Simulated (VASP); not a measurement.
# TiAl3 (I4/mmm) in VASP: further runs

TiAl3 is run at these levels: PBEsol; tasks: single point.

Everything below comes from runs of VASP 6.6.1. Logs are shortened: lines on timing, memory, paths and dates and some standing lists are left out, and cuts for length are marked.

## (1) The cell of the first run

The structure is tetragonal, space group I4/mmm (No. 139). The conventional cell has a = 3.739 Å, b = 3.739 Å, c = 8.657 Å, α = 90.00°, β = 90.00°, γ = 90.00°. Within 3.5 Å of Ti (site symmetry 4/mmm) lie 12 Al at 2.64 to 2.86 Å. Al (site symmetry 4/mmm) has 4 Ti at 2.64 Å and 8 Al at 2.86 Å within 3.5 Å. Al (site symmetry -4m2) has 8 Al at 2.64 to 2.86 Å and 4 Ti at 2.86 Å within 3.5 Å.

## (2) Single point, PBEsol (biaxial strain in the a-b plane: -2.0 %)

File INCAR:

```
SYSTEM = TiAl3
ALGO = Fast ; EDIFF = 1E-6
ENCUT = 520 ; GGA = PS
ISIF = 2 ; ISMEAR = 0
LASPH = .TRUE. ; LCHARG = .FALSE.
LREAL = .FALSE. ; LWAVE = .FALSE.
NBANDS = 31 ; NELM = 100
PREC = Accurate ; SIGMA = 0.1
```

File KPOINTS:

```
k-points
0
G
  10 10 4
  0 0 0
```

File POSCAR:

```
TiAl3
1.0
    3.7392371839      0.0000000000      0.0000000000
    0.0000000000      3.7392371839      0.0000000000
    0.0000000000      0.0000000000      8.6566415371
Ti Al
2 6
Direct
    0.0000000000      0.0000000000      0.0000000000
    0.5000000000      0.5000000000      0.5000000000
    0.5000000000      0.5000000000      0.0000000000
    0.0000000000      0.5000000000      0.2500000000
    0.5000000000      0.0000000000      0.2500000000
    0.0000000000      0.0000000000      0.5000000000
    0.5000000000      0.0000000000      0.7500000000
    0.0000000000      0.5000000000      0.7500000000
```

Potentials or basis: VASP PAW PBE potentials, release 64 (Ti_sv, Al).

Command:

```sh
> cat potpaw_PBE.64/Ti_sv/POTCAR potpaw_PBE.64/Al/POTCAR > POTCAR
> mpirun -np 1 vasp_std > vasp.out
```

OUTCAR:

```text
SYSTEM = TiAl3
   EDIFF = 1E-6
   ENCUT = 520
   GGA = PS
   ISIF = 2
   ISMEAR = 0
   LASPH = .TRUE.
   LREAL = .FALSE.
   NELM = 100
   PREC = Accurate

 ion  position               nearest neighbor table
   1  0.000  0.000  0.000-   3 2.64   3 2.64   3 2.64   3 2.64   8 2.86   4 2.86   4 2.86   8 2.86
                             5 2.86   5 2.86   7 2.86   7 2.86
   2  0.500  0.500  0.500-   6 2.64   6 2.64   6 2.64   6 2.64   8 2.86   5 2.86   5 2.86   7 2.86
                             4 2.86   4 2.86   8 2.86   7 2.86
   3  0.500  0.500  0.000-   1 2.64   1 2.64   1 2.64   1 2.64   8 2.86   4 2.86   5 2.86   7 2.86
                             5 2.86   4 2.86   8 2.86   7 2.86
   4  0.000  0.500  0.250-   5 2.64   5 2.64   5 2.64   5 2.64   6 2.86   1 2.86   2 2.86   6 2.86
                             2 2.86   3 2.86   3 2.86   1 2.86
   5  0.500  0.000  0.250-   4 2.64   4 2.64   4 2.64   4 2.64   6 2.86   2 2.86   3 2.86   2 2.86
                             1 2.86   3 2.86   6 2.86   1 2.86
   6  0.000  0.000  0.500-   2 2.64   2 2.64   2 2.64   2 2.64   8 2.86   4 2.86   4 2.86   8 2.86
                             5 2.86   5 2.86   7 2.86   7 2.86
   7  0.500  0.000  0.750-   8 2.64   8 2.64   8 2.64   8 2.64   1 2.86   2 2.86   3 2.86   2 2.86
                             1 2.86   6 2.86   3 2.86   6 2.86
   8  0.000  0.500  0.750-   7 2.64   7 2.64   7 2.64   7 2.64   1 2.86   1 2.86   6 2.86   2 2.86
                             2 2.86   3 2.86   3 2.86   6 2.86

  LATTYP: Found a simple tetragonal cell.
 ALAT       =     3.7392371839
 C/A-ratio  =     2.3150822244

  Lattice vectors:

 A1 = (   3.7392371839,   0.0000000000,   0.0000000000)
 A2 = (   0.0000000000,   3.7392371839,   0.0000000000)
 A3 = (   0.0000000000,   0.0000000000,   8.6566415371)

Analysis of symmetry for initial positions (statically):
=====================================================================
 Subroutine PRICEL returns following result:

  LATTYP: Found a body centered tetragonal cell.
 ALAT       =     3.7392371839
 C/A-ratio  =     2.3150822244

  Lattice vectors:

 A1 = (   1.8696185919,  -1.8696185919,  -4.3283207686)
 A2 = (  -1.8696185919,   1.8696185920,  -4.3283207685)
 A3 = (   1.8696185919,   1.8696185919,   4.3283207685)

   2 primitive cells build up your supercell.

 Routine SETGRP: Setting up the symmetry group for a
 simple tetragonal supercell.

 Subroutine GETGRP returns: Found 16 space group operations
 (whereof 16 operations were pure point group operations)
 out of a pool of 16 trial point group operations.

The static configuration has the point symmetry D_4h.

Analysis of symmetry for dynamics (positions and initial velocities):
[... 136 lines left out ...]
   PSTRESS=    0.0 pullay stress
   NELECT =      42.0000    total number of electrons
   NUPDOWN=      -1.0000    fix difference up-down
   EMIN   =  10.00;   EMAX   =-10.00  energy-range for DOS
   EFERMI =   0.00;   METHOD = LEGACY
   ISMEAR =     0;   SIGMA  =   0.10  broadening in eV -4-tet -1-fermi 0-gaus
   EFERMI_NEDOS =   21; number of points for ismear=-14 and -15
   IALGO  =     68    algorithm
   IMIX   =      4    mixing-type and parameters
     AMIX     =   0.40;   BMIX     =  1.00
     AMIX_MAG =   1.60;   BMIX_MAG =  1.00
  volume/ion in A,a.u.               =      15.13       102.10
  Fermi-wavevector in a.u.,A,eV,Ry     =   1.150410  2.173960 18.006548  1.323444
  Thomas-Fermi vector in A             =   2.287074
   LORBIT       =      0    0 simple, 1 ext, 2 COOP (PROOUT), +10 PAW based schemes
   GGA     = PS    functional components
   LHFCALC =     F    Hartree Fock is set to
   AEXX    =    0.0000 exact exchange contribution
   IVDW    =     0    specifies the selected vdW correction
   LEPSILON=     F    determine dielectric tensor
   LRPA    =     F    only Hartree local field effects (RPA)
 non-spin polarized calculation
 RMM-DIIS sequential band-by-band and
 Gauss-broadening in eV      SIGMA  =   0.10
  energy-cutoff  :      520.00
  volume of cell :      121.04
 maximum number of plane-waves:      3286
 NGX is ok and might be reduce to    28
   NGX = 13   NGY = 13   NGZ = 33

 number of electron      41.9999996 magnetization

 Free energy of the ion-electron system (eV)
  ---------------------------------------------------
  ext. energy  EPLUGINS =         0.00000000
  ---------------------------------------------------
  free energy    TOTEN  =       -44.37009345 eV

  energy without entropy =      -44.35431716  energy(sigma->0) =      -44.36220531

 E-fermi :   8.6299     XC(G=0): -11.0109

 val. band max:        8.6228349990   @ k =   0.2000   0.0000   0.0000
 cond. band min:       8.6386669052   @ k =   0.5000   0.1000   0.0000
 fundamental gap:      0.0158319062
 Fermi energy:         8.6298832623

 k-point     1 :       0.0000    0.0000    0.0000
  band No.  band energies     occupation
      1     -47.4794      2.00000
      2     -47.4794      2.00000
      3     -23.9034      2.00000
      4     -23.9034      2.00000
      5     -23.9032      2.00000
      6     -23.9032      2.00000
[... 805 lines left out ...]
     30      12.5733      0.00000
     31      13.0285      0.00000

 [... further k-points ...]

------------------------ aborting loop because EDIFF is reached ----------------------------------------

  FORCE on cell =-STRESS in cart. coord.  units (eV):
  Direction    XX          YY          ZZ          XY          YZ          ZX
  --------------------------------------------------------------------------------------
  -------------------------------------------------------------------------------------
  Total        4.5102466      4.5102466     -0.7031468      0.0000000      0.0000000      0.0000000
  in kB       59.7028979     59.7028979     -9.3076734      0.0000000      0.0000000      0.0000000
  external PRESSURE =      36.6993742 kB  Pullay stress =       0.0000000 kB

 VOLUME and BASIS-vectors are now :
 -----------------------------------------------------------------------------
  energy-cutoff  :      520.00
  volume of cell :      121.04
      direct lattice vectors                 reciprocal lattice vectors
     3.739237184  0.000000000  0.000000000     0.267434225  0.000000000  0.000000000
     0.000000000  3.739237184  0.000000000     0.000000000  0.267434225  0.000000000
     0.000000000  0.000000000  8.656641537     0.000000000  0.000000000  0.115518241

 POSITION                                       TOTAL-FORCE (eV/Angst)
 -----------------------------------------------------------------------------------
      0.00000      0.00000      0.00000         0.000000      0.000000      0.000000
      1.86962      1.86962      4.32832        -0.000000     -0.000000     -0.000000
      1.86962      1.86962      0.00000         0.000000      0.000000      0.000000
      0.00000      1.86962      2.16416         0.000000      0.000000     -0.000000
      1.86962      0.00000      2.16416         0.000000      0.000000      0.000000
      0.00000      0.00000      4.32832         0.000000      0.000000      0.000000
      1.86962      0.00000      6.49248         0.000000      0.000000      0.000000
      0.00000      1.86962      6.49248         0.000000      0.000000      0.000000
 -----------------------------------------------------------------------------------
    total drift:                                0.000000      0.000000      0.000000

  FREE ENERGIE OF THE ION-ELECTRON SYSTEM (eV)
  ---------------------------------------------------
  free  energy   TOTEN  =       -44.3700934547 eV

  energy  without entropy=      -44.3543171618  energy(sigma->0) =      -44.36220531
```

stdout:

```text
POSCAR found type information on POSCAR TiAl
 POSCAR found :  2 types and       8 ions
 scaLAPACK will be used
 -----------------------------------------------------------------------------
|                                                                             |
|                                                                             |
|     You enforced a specific xc type in the INCAR file but a different       |
|     I HOPE YOU KNOW WHAT YOU ARE DOING!                                     |
|                                                                             |
 -----------------------------------------------------------------------------

 LDA part: xc-table for (Slater+PW92), standard interpolation
 POSCAR, INCAR and KPOINTS ok, starting setup
 FFT: planning ... GRIDC
 FFT: planning ... GRID_SOFT
 FFT: planning ... GRID
 WAVECAR not read
 entering main loop
WARNING in EDDRMM: call to ZHEGV failed, returncode =   8  4     20
WARNING in EDDRMM: call to ZHEGV failed, returncode =   6  3     14
WARNING in EDDRMM: call to ZHEGV failed, returncode =   8  4     25
WARNING in EDDRMM: call to ZHEGV failed, returncode =   8  4     23
```

Wall time 11 min (1 thread of Intel Xeon Platinum 8259CL at 2.50GHz (Skylake/Cascade Lake), shared host); peak memory 0.34 GiB.

Results:

* Free energy: -44.3701 eV
* Pressure: 3.7 GPa
* Band gap on the k mesh: zero (bands 21 and 22 overlap by 2.32 eV)

Caveat: the cell differs from its parent crystal (biaxial strain in the a-b plane: -2.0 %); the cell stands under pressure; the PAW data sets were made with another functional, which shifts forces and pressure a little.

## (3) Single point, PBEsol (biaxial strain in the a-b plane: -1.0 %, then relaxed in part)

File INCAR:

```
SYSTEM = TiAl3
PREC     = Accurate       ! precision mode
ENCUT    = 520            ! plane-wave cutoff, eV
EDIFF    = 1E-6           ! SCF threshold, eV
ISMEAR   = 0              ! smearing method
SIGMA    = 0.1            ! smearing width, eV
LREAL    = .FALSE.        ! projectors in reciprocal space
LASPH    = .TRUE.         ! aspherical terms in the spheres
NELM     = 60             ! most SCF steps
ALGO     = Fast           ! electronic algorithm
ISIF     = 2              ! what is computed and relaxed
LWAVE    = .FALSE.        ! write WAVECAR
LCHARG   = .FALSE.        ! write CHGCAR
GGA      = PS             ! functional
NBANDS   = 31             ! bands
```

File KPOINTS:

```
Automatic mesh
0
G
  10 10 4
  0 0 0
```

Edit POSCAR of step 2 so:

```diff
@@ -2,5 +2,5 @@
 1.0
-    3.7392371839      0.0000000000      0.0000000000
-    0.0000000000      3.7392371839      0.0000000000
-    0.0000000000      0.0000000000      8.6566415371
+    3.7773926654      0.0000000000      0.0000000000
+    0.0000000000      3.7773926654      0.0000000000
+    0.0000000000      0.0000000000      8.5890552336
 Ti Al
```

Potentials or basis: VASP PAW PBE potentials, release 64 (Ti_sv, Al).

Command:

```sh
> cat potpaw_PBE.64/Ti_sv/POTCAR potpaw_PBE.64/Al/POTCAR > POTCAR
> mpirun -np 1 vasp_std > vasp.out
```

Run time: 14 min. Hardware: 1 thread of Intel Xeon Platinum 8259CL at 2.50GHz (Skylake/Cascade Lake), shared host; peak memory 0.34 GiB.

It converged, with:

| Quantity | Value |
| --- | --- |
| Free energy | -44.4415 eV |
| Pressure | 2.0 GPa |
| Band gap on the k mesh | zero (bands 21 and 22 overlap by 2.25 eV) |

Stress tensor (GPa, compression positive):
```
2.96 0.00 0.00
0.00 2.96 0.00
0.00 0.00 0.07
```

Levels at points of the mesh, in eV from the Fermi level:
| k point | band 17 | band 18 | band 19 | band 20 | band 21 | band 22 | band 23 | band 24 | band 25 | band 26 |
| --- | --- | --- | --- | --- | --- | --- | --- | --- | --- | --- |
| (0.00, 0.00, 0.00) | -1.20 | -0.82 | -0.82 | -0.26 | 0.72 | 0.72 | 0.88 | 0.99 | 1.88 | 1.88 |
| (0.50, 0.00, 0.00) | -1.13 | -1.13 | -0.98 | -0.98 | 0.30 | 0.30 | 1.90 | 1.90 | 2.48 | 2.48 |
| (0.50, 0.50, 0.00) | -2.69 | -2.69 | -2.26 | -2.26 | -1.05 | -1.05 | 1.86 | 1.86 | 2.03 | 2.03 |
| (0.00, 0.00, 0.50) | -1.04 | -1.04 | -0.32 | -0.32 | 0.93 | 0.93 | 1.26 | 1.26 | 1.26 | 1.26 |
| (0.50, 0.00, 0.50) | -1.03 | -1.03 | -0.32 | -0.32 | 0.54 | 0.54 | 1.90 | 1.90 | 2.21 | 2.21 |
| (0.50, 0.50, 0.50) | -1.86 | -1.86 | -1.86 | -1.86 | -1.23 | -1.23 | 0.83 | 0.83 | 1.86 | 1.86 |

Caveat: the cell differs from its parent crystal (biaxial strain in the a-b plane: -1.0 %, then relaxed in part); the PAW data sets were made with another functional, which shifts forces and pressure a little.

## (4) Single point, PBEsol (biaxial strain in the a-b plane: -1.0 %)

File INCAR:

```
SYSTEM = TiAl3
PREC     = Accurate       ! precision mode
ENCUT    = 520            ! plane-wave cutoff, eV
EDIFF    = 1E-6           ! SCF threshold, eV
ISMEAR   = 0              ! smearing method
SIGMA    = 0.1            ! smearing width, eV
LREAL    = .False.        ! projectors in reciprocal space
LASPH    = .True.         ! aspherical terms in the spheres
NELM     = 60             ! most SCF steps
ALGO     = Fast           ! electronic algorithm
ISIF     = 2              ! what is computed and relaxed
LWAVE    = .False.        ! write WAVECAR
LCHARG   = .False.        ! write CHGCAR
GGA      = PS             ! functional
NBANDS   = 31             ! bands
```

File KPOINTS:

```
regular mesh
0
Gamma
  10 10 4
  0 0 0
```

Edit POSCAR of step 3 so:

```diff
@@ -4,3 +4,3 @@
     0.0000000000      3.7773926654      0.0000000000
-    0.0000000000      0.0000000000      8.5890552336
+    0.0000000000      0.0000000000      8.6053175754
 Ti Al
```

Command:

```sh
> cat potpaw_PBE.64/Ti_sv/POTCAR potpaw_PBE.64/Al/POTCAR > POTCAR
> mpirun -np 1 vasp_std > vasp.out
```

Wall time 15 min (1 thread of Intel Xeon Platinum 8259CL at 2.50GHz (Skylake/Cascade Lake), shared host); peak memory 0.35 GiB.

Results (log left out):

```
Free energy            : -44.4413 eV
Pressure               : 1.8 GPa
Band gap on the k mesh : zero (bands 21 and 22 overlap by 2.25 eV)
```

Stress tensor (GPa, compression positive):
```
 2.88  0.00  0.00
 0.00  2.88  0.00
 0.00  0.00 -0.38
```

Levels at points of the mesh, in eV from the Fermi level:
| k point | band 19 | band 20 | band 21 | band 22 | band 23 | band 24 |
| --- | --- | --- | --- | --- | --- | --- |
| (0.00, 0.00, 0.00) | -0.82 | -0.26 | 0.72 | 0.72 | 0.88 | 0.99 |
| (0.50, 0.00, 0.00) | -0.97 | -0.97 | 0.30 | 0.30 | 1.90 | 1.90 |
| (0.50, 0.50, 0.00) | -2.26 | -2.26 | -1.05 | -1.05 | 1.86 | 1.86 |
| (0.00, 0.00, 0.50) | -0.34 | -0.34 | 0.93 | 0.93 | 1.26 | 1.26 |
| (0.50, 0.00, 0.50) | -0.33 | -0.33 | 0.55 | 0.55 | 1.90 | 1.90 |
| (0.50, 0.50, 0.50) | -1.86 | -1.86 | -1.24 | -1.24 | 0.82 | 0.82 |

Caveat: the cell differs from its parent crystal (biaxial strain in the a-b plane: -1.0 %); the PAW data sets were made with another functional, which shifts forces and pressure a little.

## (5) Single point, PBEsol (strain along c alone, the other axes held: -3.0 %)

File INCAR:

```
SYSTEM = TiAl3
ALGO = Fast
EDIFF = 1E-6
ENCUT = 520
GGA = PS
ISIF = 2
ISMEAR = 0
LASPH = .TRUE.
LCHARG = .TRUE.
LELF = .TRUE.
LREAL = .FALSE.
LVHAR = .TRUE.
LWAVE = .FALSE.
NBANDS = 31
NELM = 60
PREC = Accurate
SIGMA = 0.1
```

File KPOINTS:

```
k-points
0
G
  10 10 4
  0 0 0
```

Edit POSCAR of step 4 so:

```diff
@@ -2,5 +2,5 @@
 1.0
-    3.7773926654      0.0000000000      0.0000000000
-    0.0000000000      3.7773926654      0.0000000000
-    0.0000000000      0.0000000000      8.6053175754
+    3.8155481467      0.0000000000      0.0000000000
+    0.0000000000      3.8155481467      0.0000000000
+    0.0000000000      0.0000000000      8.2973738062
 Ti Al
```

Command:

```sh
> cat potpaw_PBE.64/Ti_sv/POTCAR potpaw_PBE.64/Al/POTCAR > POTCAR
> mpirun -np 1 vasp_std > vasp.out
```

Run time: 7 min. Hardware: 1 thread of Intel Xeon 6975P-C (Granite Rapids), shared host; peak memory 0.33 GiB.

It converged, with:

| Quantity | Value |
| --- | --- |
| Free energy | -44.3753 eV |
| Pressure | 3.7 GPa |
| Band gap on the k mesh | zero (bands 21 and 22 overlap by 2.14 eV) |

Stress tensor (GPa, compression positive):
```
1.76 0.00 0.00
0.00 1.76 0.00
0.00 0.00 7.58
```

Levels at points of the mesh, in eV from the Fermi level:
| k point | band 17 | band 18 | band 19 | band 20 | band 21 | band 22 | band 23 | band 24 | band 25 | band 26 |
| --- | --- | --- | --- | --- | --- | --- | --- | --- | --- | --- |
| (0.00, 0.00, 0.00) | -1.36 | -1.06 | -1.06 | -0.25 | 0.71 | 0.71 | 0.83 | 0.99 | 1.69 | 1.69 |
| (0.50, 0.00, 0.00) | -0.98 | -0.98 | -0.87 | -0.87 | 0.15 | 0.15 | 1.82 | 1.82 | 2.43 | 2.43 |
| (0.50, 0.50, 0.00) | -2.79 | -2.79 | -2.15 | -2.15 | -0.95 | -0.95 | 1.79 | 1.79 | 1.97 | 1.97 |
| (0.00, 0.00, 0.50) | -1.23 | -1.23 | -0.05 | -0.05 | 0.91 | 0.91 | 1.18 | 1.18 | 1.18 | 1.18 |
| (0.50, 0.00, 0.50) | -1.17 | -1.17 | -0.20 | -0.20 | 0.47 | 0.47 | 1.82 | 1.82 | 2.02 | 2.02 |
| (0.50, 0.50, 0.50) | -1.84 | -1.84 | -1.84 | -1.84 | -0.99 | -0.99 | 0.99 | 0.99 | 1.80 | 1.80 |

Caveat: the cell differs from its parent crystal (strain along c alone, the other axes held: -3.0 %); the cell stands under pressure; the PAW data sets were made with another functional, which shifts forces and pressure a little.

## (6) Summary

```tsv
cell	gap on the mesh (eV)	pressure (GPa)
a = 3.739, b = 3.739, c = 8.657 Å, 8 atoms	none	3.7
a = 3.777, b = 3.777, c = 8.589 Å, 8 atoms	none	2.0
a = 3.777, b = 3.777, c = 8.605 Å, 8 atoms	none	1.8
a = 3.816, b = 3.816, c = 8.297 Å, 8 atoms	none	3.7
```

Alike in all rows: task single point; level PBEsol; potentials or basis VASP PAW PBE potentials, release 64 (Ti_sv, Al); no spin polarisation; k mesh 10 × 10 × 4; cutoff (eV) 520; smearing gaussian 0.1 eV.

Caveats: the PAW data sets were made with another functional, which shifts forces and pressure a little; the cell stands under pressure (at least some runs).

Absolute energies hang on the potentials; compare differences alone.
